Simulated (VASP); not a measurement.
# BiIr (Fm-3m) in VASP: single point with PBE

Aim: the single point of BiIr with PBE.

All numbers are computed with VASP 6.6.1; they aren't measurements. Logs are shortened: lines on timing, memory, paths and dates and some standing lists are left out, and cuts for length are marked.

## (1) The cell of the first run

It takes space group Fm-3m (No. 225, cubic). Conventional cell: a = 5.626 Å, b = 5.626 Å, c = 5.626 Å, α = 90.00°, β = 90.00°, γ = 90.00°. Ir (site symmetry m-3m) has 6 Bi at 2.81 Å within 3.7 Å. Within 3.7 Å of Bi (site symmetry m-3m) lie 6 Ir at 2.81 Å.

## (2) Single point, PBE, non-collinear spin, zero start, spin-orbit coupling

INCAR

```
SYSTEM = BiIr
PREC = Accurate
ENCUT = 520
EDIFF = 1E-6
ISMEAR = 0
SIGMA = 0.05
LREAL = .FALSE.
LASPH = .TRUE.
NELM = 150
ALGO = Normal
ISIF = 2
LWAVE = .FALSE.
LCHARG = .TRUE.
MAGMOM = 0 0 0 0 0 0
LORBIT = 11
LSORBIT = .TRUE.
GGA_COMPAT = .FALSE.
LORBMOM = .TRUE.
LMAXMIX = 4
GGA = PE
LVHAR = .TRUE.
NBANDS = 36
```

KPOINTS

```
regular mesh
0
G
  10 10 10
  0 0 0
```

POSCAR

```
BiIr
1.0
    0.0000000000      2.8128721990      2.8128721990
    2.8128721990      0.0000000000      2.8128721990
    2.8128721990      2.8128721990      0.0000000000
Ir Bi
1 1
Direct
    0.5000000000      0.5000000000      0.5000000000
    0.0000000000      0.0000000000      0.0000000000
```

Potentials or basis: VASP PAW PBE potentials, release 64 (Ir, Bi_d).

On the command line:

```
$ cat potpaw_PBE.64/Ir/POTCAR potpaw_PBE.64/Bi_d/POTCAR > POTCAR
$ mpirun -np 1 vasp_ncl > vasp.out
```

OUTCAR:

```text
SYSTEM = BiIr
   PREC = Accurate
   ENCUT = 520
   EDIFF = 1E-6
   ISMEAR = 0
   LREAL = .FALSE.
   LASPH = .TRUE.
   NELM = 150
   ISIF = 2
   LORBIT = 11
   LSORBIT = .TRUE.
   GGA = PE

 ion  position               nearest neighbor table
   1  0.500  0.500  0.500-   2 2.81   2 2.81   2 2.81   2 2.81   2 2.81   2 2.81
   2  0.000  0.000  0.000-   1 2.81   1 2.81   1 2.81   1 2.81   1 2.81   1 2.81

  LATTYP: Found a face centered cubic cell.
 ALAT       =     5.6257443980

  Lattice vectors:

 A1 = (   0.0000000000,   2.8128721990,   2.8128721990)
 A2 = (   2.8128721990,   0.0000000000,   2.8128721990)
 A3 = (   2.8128721990,   2.8128721990,   0.0000000000)

Analysis of symmetry for initial positions (statically):
=====================================================================
 Subroutine PRICEL returns:
 Original cell was already a primitive cell.

 Routine SETGRP: Setting up the symmetry group for a
 face centered cubic supercell.

 Subroutine GETGRP returns: Found 48 space group operations
 (whereof 48 operations were pure point group operations)
 out of a pool of 48 trial point group operations.

The static configuration has the point symmetry O_h .

Analysis of symmetry for dynamics (positions and initial velocities):
=====================================================================
 Subroutine PRICEL returns:
 Original cell was already a primitive cell.

 Routine SETGRP: Setting up the symmetry group for a
 face centered cubic supercell.

 Subroutine GETGRP returns: Found 48 space group operations
 (whereof 48 operations were pure point group operations)
 out of a pool of 48 trial point group operations.

The dynamic configuration has the point symmetry O_h .

Analysis of structural, dynamic, and magnetic symmetry:
=====================================================================
 Subroutine PRICEL returns:
 Original cell was already a primitive cell.

 Routine SETGRP: Setting up the symmetry group for a
 face centered cubic supercell.

 Subroutine GETGRP returns: Found 48 space group operations
 (whereof 48 operations were pure point group operations)
 out of a pool of 48 trial point group operations.

The overall configuration has the point symmetry O_h .

 Subroutine INISYM returns: Found 48 space group operations
 (whereof 48 operations are pure point group operations),
 and found     1 'primitive' translations

----------------------------------------------------------------------------------------

                                     Primitive cell

  volume of cell :      44.5123

  direct lattice vectors                    reciprocal lattice vectors
     0.000000000  2.812872199  2.812872199    -0.177754254  0.177754254  0.177754254
     2.812872199  0.000000000  2.812872199     0.177754254 -0.177754254  0.177754254
     2.812872199  2.812872199  0.000000000     0.177754254  0.177754254 -0.177754254

  length of vectors
     3.978002013  3.978002013  3.978002013     0.307879400  0.307879400  0.307879400

  position of ions in fractional coordinates (direct lattice)
     0.500000000  0.500000000  0.500000000
     0.000000000  0.000000000  0.000000000

  ion indices of the primitive-cell ions
   primitive index   ion index
                 1           1
                 2           2

----------------------------------------------------------------------------------------

 KPOINTS: regular mesh

Automatic generation of k-mesh.
 Grid dimensions read from file:
 generate k-points for:   10   10   10

 Generating k-lattice:

  Cartesian coordinates                     Fractional coordinates (reciprocal lattice)
    -0.017775425  0.017775425  0.017775425     0.100000000  0.000000000  0.000000000
     0.017775425 -0.017775425  0.017775425     0.000000000  0.100000000  0.000000000
[... 101 lines left out ...]

 number of electron      24.0000003 magnetization      -0.0000000      0.0000000      0.0000000

 Free energy of the ion-electron system (eV)
  ---------------------------------------------------
  ext. energy  EPLUGINS =         0.00000000
  ---------------------------------------------------
  free energy    TOTEN  =       -12.76756530 eV

  energy without entropy =      -12.76462502  energy(sigma->0) =      -12.76609516

 E-fermi :   8.1224     XC(G=0): -11.5325

 val. band max:        8.1184302343   @ k =   0.2000   0.1000   0.0000
 cond. band min:       8.1275759322   @ k =   0.5000   0.4000   0.0000
 fundamental gap:      0.0091456979
 Fermi energy:         8.1224160066

 k-point     1 :       0.0000    0.0000    0.0000
  band No.  band energies     occupation
      1     -16.1825      1.00000
      2     -16.1825      1.00000
      3     -16.1825      1.00000
      4     -16.1825      1.00000
      5     -13.2470      1.00000
      6     -13.2470      1.00000
[... 925 lines left out ...]
     35      19.9453      0.00000
     36      19.9453      0.00000

 [... further k-points ...]

------------------------ aborting loop because EDIFF is reached ----------------------------------------

  FORCE on cell =-STRESS in cart. coord.  units (eV):
  Direction    XX          YY          ZZ          XY          YZ          ZX
  --------------------------------------------------------------------------------------
  -------------------------------------------------------------------------------------
  Total        0.3927561      0.3927561      0.3927561     -0.0000000      0.0000000      0.0000000
  in kB       14.1368767     14.1368767     14.1368767     -0.0000000      0.0000000      0.0000000
  external PRESSURE =      14.1368767 kB  Pullay stress =       0.0000000 kB

 VOLUME and BASIS-vectors are now :
 -----------------------------------------------------------------------------
  energy-cutoff  :      520.00
  volume of cell :       44.51
      direct lattice vectors                 reciprocal lattice vectors
     0.000000000  2.812872199  2.812872199    -0.177754254  0.177754254  0.177754254
     2.812872199  0.000000000  2.812872199     0.177754254 -0.177754254  0.177754254
     2.812872199  2.812872199  0.000000000     0.177754254  0.177754254 -0.177754254

 POSITION                                       TOTAL-FORCE (eV/Angst)
 -----------------------------------------------------------------------------------
      2.81287      2.81287      2.81287         0.000000      0.000000     -0.000000
      0.00000      0.00000      0.00000        -0.000000     -0.000000      0.000000
 -----------------------------------------------------------------------------------
    total drift:                                0.000000      0.000000      0.000000

  FREE ENERGIE OF THE ION-ELECTRON SYSTEM (eV)
  ---------------------------------------------------
  free  energy   TOTEN  =       -12.7675652992 eV

  energy  without entropy=      -12.7646250228  energy(sigma->0) =      -12.76609516

 orbital moment (x)

 # of ion     p       d       tot
 ----------------------------------------
  1         0.000  -0.000  -0.000
  2         0.000  -0.000  -0.000
 ----------------------------------------
            0.000  -0.000  -0.000

 orbital moment (y)

 # of ion     p       d       tot
 ----------------------------------------
  1         0.000   0.000   0.000
  2        -0.000   0.000   0.000
 ----------------------------------------
           -0.000   0.000   0.000

 orbital moment (z)

 # of ion     p       d       tot
 ----------------------------------------
  1         0.000   0.000   0.000
  2         0.000  -0.000  -0.000
 ----------------------------------------
            0.000  -0.000  -0.000

 Spin-Orbit-Coupling matrix elements

 Ion:    1  E_soc:     -0.7848329
 l=   1
     0.0000000    -0.0168327    -0.0168327
    -0.0168327     0.0000000    -0.0168327
    -0.0168327    -0.0168327     0.0000000
 l=   2
     0.0000000    -0.0188818     0.0000000    -0.0188818    -0.0950910
    -0.0188818     0.0000000    -0.0713183    -0.0188818    -0.0237728
     0.0000000    -0.0713183     0.0000000    -0.0713183     0.0000000
    -0.0188818    -0.0188818    -0.0713183     0.0000000    -0.0237728
    -0.0950910    -0.0237728     0.0000000    -0.0237728     0.0000000
 l=   3
     0.0000000     0.0000000     0.0000000     0.0000000     0.0000000     0.0000000     0.0000000
     0.0000000     0.0000000     0.0000000     0.0000000     0.0000000     0.0000000     0.0000000
     0.0000000     0.0000000     0.0000000     0.0000000     0.0000000     0.0000000     0.0000000
     0.0000000     0.0000000     0.0000000     0.0000000     0.0000000     0.0000000     0.0000000
     0.0000000     0.0000000     0.0000000     0.0000000     0.0000000     0.0000000     0.0000000
     0.0000000     0.0000000     0.0000000     0.0000000     0.0000000     0.0000000     0.0000000
     0.0000000     0.0000000     0.0000000     0.0000000     0.0000000     0.0000000     0.0000000

 Ion:    2  E_soc:     -1.4056806
 l=   1
     0.0000000    -0.1679835    -0.1679835
    -0.1679835     0.0000000    -0.1679835
    -0.1679835    -0.1679835     0.0000000
 l=   2
     0.0000000    -0.0129546     0.0000000    -0.0129546    -0.0533419
    -0.0129546     0.0000000    -0.0400065    -0.0129546    -0.0133355
     0.0000000    -0.0400065     0.0000000    -0.0400065     0.0000000
    -0.0129546    -0.0129546    -0.0400065     0.0000000    -0.0133355
    -0.0533419    -0.0133355     0.0000000    -0.0133355     0.0000000
 l=   3
     0.0000000     0.0000000     0.0000000     0.0000000     0.0000000     0.0000000     0.0000000
     0.0000000     0.0000000     0.0000000     0.0000000     0.0000000     0.0000000     0.0000000
     0.0000000     0.0000000     0.0000000     0.0000000     0.0000000     0.0000000     0.0000000
     0.0000000     0.0000000     0.0000000     0.0000000     0.0000000     0.0000000     0.0000000
     0.0000000     0.0000000     0.0000000     0.0000000     0.0000000     0.0000000     0.0000000
     0.0000000     0.0000000     0.0000000     0.0000000     0.0000000     0.0000000     0.0000000
     0.0000000     0.0000000     0.0000000     0.0000000     0.0000000     0.0000000     0.0000000

 total charge

# of ion       s       p       d       tot
------------------------------------------
    1        0.676   0.306   7.208   8.190
    2        1.451   1.408   9.986  12.845
--------------------------------------------------
tot          2.126   1.714  17.194  21.034

 magnetization (x)

# of ion       s       p       d       tot
------------------------------------------
    1        0.000   0.000  -0.000   0.000
    2        0.000  -0.000  -0.000   0.000
--------------------------------------------------
tot          0.000   0.000  -0.000   0.000

 magnetization (y)

# of ion       s       p       d       tot
------------------------------------------
    1        0.000   0.000   0.000   0.000
    2       -0.000  -0.000   0.000  -0.000
--------------------------------------------------
tot         -0.000   0.000   0.000  -0.000

 magnetization (z)

# of ion       s       p       d       tot
------------------------------------------
    1        0.000  -0.000   0.000   0.000
    2        0.000  -0.000  -0.000   0.000
--------------------------------------------------
tot          0.000  -0.000   0.000   0.000
```

Run time: 76 s. Hardware: 1 thread of Intel Xeon 6975P-C (Granite Rapids), shared host; peak memory 0.34 GiB.

Results:

| Item | Value |
| --- | --- |
| Free energy | -12.7676 eV |
| Pressure | 1.4 GPa |
| Net moment | 0.00 μB per cell |
| Valence electrons inside the program's atomic spheres | Ir 8.19; Bi 12.85 |

Moments on the atoms (μB; x, y, z):
```
Ir  0.00 0.00 0.00
Bi  0.00 0.00 0.00
```
